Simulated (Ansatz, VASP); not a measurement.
Ca4Si3N in VASP and in Ansatz

File INCAR:

```
SYSTEM = Ca4Si3N
PREC = Accurate
ENCUT = 520
EDIFF = 1E-6
ISMEAR = 0
SIGMA = 0.2
LREAL = .False.
LASPH = .True.
NELM = 100
ALGO = Fast
ISIF = 2
LWAVE = .False.
LCHARG = .True.
GGA = PE
LELF = .True.
LVHAR = .True.
NBANDS = 38
```

Contents of KPOINTS:

```
Automatic mesh
0
Gamma
  4 4 4
  0 0 0
```

Contents of POSCAR:

```
Ca4Si3N
1.0
    4.9846883613      0.0000000000      0.0000000000
    0.0000000000      4.9846883613      0.0000000000
    0.0000000000      0.0000000000      7.4209067546
Ca Si N
4 3 1
Direct
    0.5000000000      0.0000000000      0.9732262486
    0.5000000000      0.0000000000      0.4535009829
    0.0000000000      0.5000000000      0.9732262486
    0.0000000000      0.5000000000      0.4535009829
    0.5000000000      0.5000000000      0.7201413151
    0.0000000000      0.0000000000      0.1960934300
    0.0000000000      1.0000000000      0.7372765516
    0.5000000000      0.5000000000      0.4930342904
```

Input for Ansatz:

```yaml
crystal:
  lattice:
    - [4.9846883613, 0.0, 0.0]
    - [0.0, 4.9846883613, 0.0]
    - [0.0, 0.0, 7.4209067546]
  atoms:
    - { symbol: Ca, position: [0.5, 0.0, 0.9732262486] }
    - { symbol: Ca, position: [0.5, 0.0, 0.4535009829] }
    - { symbol: Ca, position: [0.0, 0.5, 0.9732262486] }
    - { symbol: Ca, position: [0.0, 0.5, 0.4535009829] }
    - { symbol: Si, position: [0.5, 0.5, 0.7201413151] }
    - { symbol: Si, position: [0.0, 0.0, 0.19609343] }
    - { symbol: Si, position: [0.0, 1.0, 0.7372765516] }
    - { symbol: "N", position: [0.5, 0.5, 0.4930342904] }
basis:
  ecutwfc: 420
kpoints:
  mp_grid: { grid: [4, 4, 4] }
hamiltonian:
  xc: pbe
scf:
  occupations: { method: gaussian, width: 0.2 }
  lower_state_search: "off"
output:
  forces: true
  stress: true
  eigenvalues: true
```

Alike in both runs: task single point; functional PBE; k mesh 4 × 4 × 4; occupations gaussian, width 0.2 eV; no spin polarisation.

|  | VASP | Ansatz |
| --- | --- | --- |
| version | VASP 6.6.1 | Ansatz 0.2.0 |
| potentials or method | VASP PAW PBE potentials, release 64 (Ca_sv, Si, N), cutoff 520 eV | scalar-relativistic, plane waves, PAW |
| valence electrons in the cell | 57 | 57 |

Ansatz gave:

| Property | Result |
| --- | --- |
| gap on the k mesh at the Fermi level (eV) | none |
| pressure (GPa) | 0.0 |
| traceless stress, the component that is largest in VASP (GPa) | -0.11 |
| rms of the force components (eV/Å) | 0.004 |

Question: What did VASP give for the same quantities?

Answer: gap on the k mesh at the Fermi level (eV): none; pressure (GPa): 0.2; traceless stress, the component that is largest in VASP (GPa): -0.12; rms of the force components (eV/Å): 0.009.

Atom by atom the forces differ by 0.009 eV/Å (rms over components). A gap of «none» marks a metal or a gap that the smearing closes. With one functional, cell and mesh, what is left measures potentials, basis and numerics.
